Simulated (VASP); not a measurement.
Write the native input for VASP 6.6.1 that does the following.

```
Task                   : single point
Functional             : PBE
Potentials or basis    : VASP PAW PBE potentials, release 64 (Hf_pv, H)
Cutoff                 : 520 eV
k mesh                 : 6 × 6 × 6
Occupations            : gaussian, width 0.1 eV
Spin                   : no spin polarisation
Dipole correction      : no
Further INCAR settings : ALGO = Normal; EDIFF = 1e-06; NBANDS = 18
```

The structure of Hf2H lies in POSCAR:

```
Hf2H
1.0
    2.4710965983      1.4266882841      2.3024658438
   -2.4710965983      1.4266882841      2.3024658438
    0.0000000000     -2.8533765745      2.3024658400
Hf H
2 1
Direct
    0.7704916604      0.7704916604      0.7704916604
    0.2295083396      0.2295083396      0.2295083396
    0.5000000000      0.5000000000      0.5000000000
```

These files were run (other wordings do the same):

INCAR

```
  PREC = Accurate
  ENCUT = 520
  EDIFF = 1E-6
  ISMEAR = 0
  SIGMA = 0.1
  LREAL = F
  LASPH = T
  NELM = 60
  ALGO = Normal
  ISIF = 2
  LWAVE = F
  LCHARG = F
  GGA = PE
  NBANDS = 18
```

KPOINTS

```
regular mesh
0
Gamma
  6 6 6
```

Potentials or basis: VASP PAW PBE potentials, release 64 (Hf_pv, H).

Command:

```bash
$ cat potpaw_PBE.64/Hf_pv/POTCAR potpaw_PBE.64/H/POTCAR > POTCAR
$ mpirun -np 1 vasp_std > vasp.out
```

It gave:

* Pressure: -0.3 GPa
* Largest force: 0.009 eV/Å

Run time: 22 s on 1 thread of AMD EPYC 7R43 64-Core Processor (Zen 3) (shared host), peak memory 0.14 GiB.
